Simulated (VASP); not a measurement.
## Ge2Sb2Te: single point with PBE

Crystal: Ge2Sb2Te.

```xyz
5
Lattice="4.0923 0.0000 0.0000 -2.0462 3.5441 0.0000 0.0000 0.0000 9.1909" Properties=species:S:1:pos:R:3 pbc="T T T"
Ge    2.0462    1.1814    7.3486
Ge    0.0000    2.3627    1.8423
Sb    2.0462    1.1814    3.5570
Sb    0.0000    2.3627    5.6339
Te    0.0000    0.0000    0.0000
```

| Item | Value |
| --- | --- |
| Program | VASP 6.6.1 |
| Task | single point |
| Functional | PBE |
| Potentials or basis | VASP PAW PBE potentials, release 64 (Ge_d, Sb, Te) |
| Cutoff | 520 eV |
| k mesh | 6 × 6 × 4 |
| Occupations | gaussian, width 0.1 eV |
| Spin | no spin polarisation |

| Item | Value |
| --- | --- |
| Pressure | -0.1 GPa |
| Largest force | 0.009 eV/Å |
| Band gap on the k mesh | zero (band 22 reaches 7.31 eV, above the bottom of band 23 at 5.61 eV) |

Forces on the atoms (eV/Å):
```
Ge   0.000  0.000  0.009
Ge   0.000  0.000 -0.009
Sb   0.000  0.000  0.008
Sb   0.000  0.000 -0.008
Te   0.000  0.000  0.000
```

Stress tensor (GPa, compression positive):
```
-0.18  0.00  0.00
 0.00 -0.18  0.00
 0.00  0.00  0.01
```

Levels at points of the mesh, in eV from the Fermi level:
```tsv
k point	band 20	band 21	band 22	band 23	band 24	band 25
(0.00, 0.00, 0.00)	-0.66	-0.50	0.84	0.84	1.85	1.85
(0.50, 0.00, 0.00)	-1.83	-1.33	-1.31	-0.87	1.17	1.24
(0.00, 0.00, 0.50)	-0.42	0.36	0.36	0.44	0.85	2.26
(0.50, 0.00, 0.50)	-2.24	-1.10	-0.39	0.55	0.75	1.79
```

It took 97 s on 1 thread of Intel Xeon 6975P-C (shared host), peak memory 0.29 GiB.

Caveat: spin-orbit coupling is left out, which moves the levels of the heavy elements.
